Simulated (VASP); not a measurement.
A run of VASP 6.6.1 is set up as follows.

The input INCAR:

```
SYSTEM = Rh
PREC = Accurate
ENCUT = 520
EDIFF = 1E-6
ISMEAR = 0
SIGMA = 0.15
LREAL = .False.
LASPH = .True.
NELM = 60
ALGO = Fast
ISIF = 2
LWAVE = .False.
LCHARG = .True.
GGA = PS
LELF = .True.
LVHAR = .True.
NBANDS = 14
```

KPOINTS

```
regular mesh
0
Gamma
  24 24 24
  0 0 0
```

The input POSCAR:

```
Rh
1.0
   -0.0909117911      1.8571980184      1.8571980184
    1.8571980184     -0.0909117911      1.8571980184
    1.8571980184      1.8571980184     -0.0909117911
Rh
1
Direct
    0.0000000000      0.0000000000      0.0000000000
```

Potentials or basis: VASP PAW PBE potentials, release 64 (Rh_pv).

Launch:

```sh
$ cat potpaw_PBE.64/Rh_pv/POTCAR > POTCAR
$ mpirun -np 1 vasp_std > vasp.out
```

Estimate the pressure.

-3.4 GPa.

Stress tensor (GPa, compression positive):
```
-3.35  9.38  9.38
 9.38 -3.35  9.38
 9.38  9.38 -3.35
```

Caveat: the PAW data sets were made with another functional, which shifts forces and pressure a little.
